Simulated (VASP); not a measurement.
Input of a VASP 6.6.1 run:

Contents of INCAR:

```
SYSTEM = Si2Ni
ALGO     = Normal         ! electronic algorithm
EDIFF    = 1E-6           ! SCF threshold, eV
ENCUT    = 520            ! plane-wave cutoff, eV
GGA      = PE             ! functional
ISIF     = 2              ! what is computed and relaxed
ISMEAR   = 0              ! smearing method
ISPIN    = 2              ! spin polarisation
LASPH    = .TRUE.         ! aspherical terms in the spheres
LCHARG   = .FALSE.        ! write CHGCAR
LMAXMIX  = 4              ! l up to which the mixer works
LORBIT   = 11             ! projections on sites
LREAL    = .FALSE.        ! projectors in reciprocal space
LWAVE    = .FALSE.        ! write WAVECAR
MAGMOM   = 0 0 0.05       ! initial moments
NBANDS   = 20             ! bands
NELM     = 150            ! most SCF steps
PREC     = Accurate       ! precision mode
SIGMA    = 0.05           ! smearing width, eV
```

KPOINTS

```
k-points
0
G
  12 12 12
  0 0 0
```

File POSCAR:

```
Si2Ni
1.0
    0.0000000000      2.7216542978      2.7216542978
    2.7216542978      0.0000000000      2.7216542978
    2.7216542978      2.7216542978      0.0000000000
Si Ni
2 1
Direct
    0.2500000000      0.2500000000      0.2500000000
    0.7500000000      0.7500000000      0.7500000000
    0.0000000000      0.0000000000      0.0000000000
```

Potentials or basis: VASP PAW PBE potentials, release 64 (Si, Ni).

Command:

```bash
$ cat potpaw_PBE.64/Si/POTCAR potpaw_PBE.64/Ni/POTCAR > POTCAR
$ mpirun -np 1 vasp_std > vasp.out
```

**Question.** What does it give for the net moment?

**Answer.** 0.00 μB per cell.

**Question.** What does it give for the band gap on the k mesh?

**Answer.** Zero (filled and empty bands overlap).

**Question.** Predict the pressure.

**Answer.** -0.1 GPa.
